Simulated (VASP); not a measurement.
AlN: single point with PBEsol

Crystal: AlN.

```
Al N
1.0
     0.00000    2.18866    2.18866
     2.18866    0.00000    2.18866
     2.18866    2.18866    0.00000
Al N
1 1
Direct
  0.99099 0.00901 0.00901
  0.76736 0.73264 0.73264
```

This cell differs from its parent crystal: mode 4 frozen in at -0.076 Å, strain +e along z and -e/2 along x and y +0.0000.

| Property | Result |
| --- | --- |
| Program | VASP 6.6.1 |
| Task | single point |
| Functional | PBEsol |
| Potentials or basis | VASP PAW PBE potentials, release 64 (Al, N) |
| Cutoff | 520 eV |
| k mesh | 10 × 10 × 10 |
| Occupations | gaussian, width 0.05 eV |
| Spin | no spin polarisation |

The pressure is 1.7 GPa, the largest force is 1.641 eV/Å and the band gap on the k mesh is 2.89 eV, indirect (least direct gap 3.76 eV).

Forces in eV/Å, atoms in the order of the input:
```
Al  -1.641  0.000  0.000
N    1.641  0.000  0.000
```

Stress tensor (GPa, compression positive):
```
-0.05  0.00  0.00
 0.00  2.51 -8.13
 0.00 -8.13  2.51
```

Levels at points of the mesh, in eV from the valence-band top:
| k point | band 1 | band 2 | band 3 | band 4 | band 5 | band 6 | band 7 | band 8 | band 9 |
| --- | --- | --- | --- | --- | --- | --- | --- | --- | --- |
| (0.00, 0.00, 0.00) | -15.21 | -0.60 | -0.28 | 0.00 | 3.76 | 12.09 | 12.14 | 12.16 | 17.15 |
| (0.50, 0.00, 0.00) | -13.17 | -6.08 | -1.06 | -0.67 | 6.97 | 9.46 | 10.58 | 10.80 | 17.34 |
| (0.00, 0.50, 0.00) | -13.13 | -6.26 | -0.83 | -0.51 | 6.84 | 9.33 | 10.61 | 10.93 | 17.35 |
| (0.50, 0.50, 0.00) | -12.51 | -5.22 | -2.06 | -2.04 | 2.89 | 8.08 | 13.41 | 15.29 | 15.33 |
| (0.00, 0.50, 0.50) | -12.51 | -5.21 | -2.30 | -1.87 | 2.91 | 8.17 | 13.42 | 15.20 | 15.31 |

Wall time 11 s on 1 thread of Intel(R) Xeon(R) 6975P-C (Granite Rapids), with other jobs on the host, peak memory 0.15 GiB.

Caveat: the cell differs from its parent crystal (mode 4 frozen in at -0.076 Å, strain +e along z and -e/2 along x and y +0.0000); the PAW data sets were made with another functional, which shifts forces and pressure a little. A k mesh can miss the band edges.
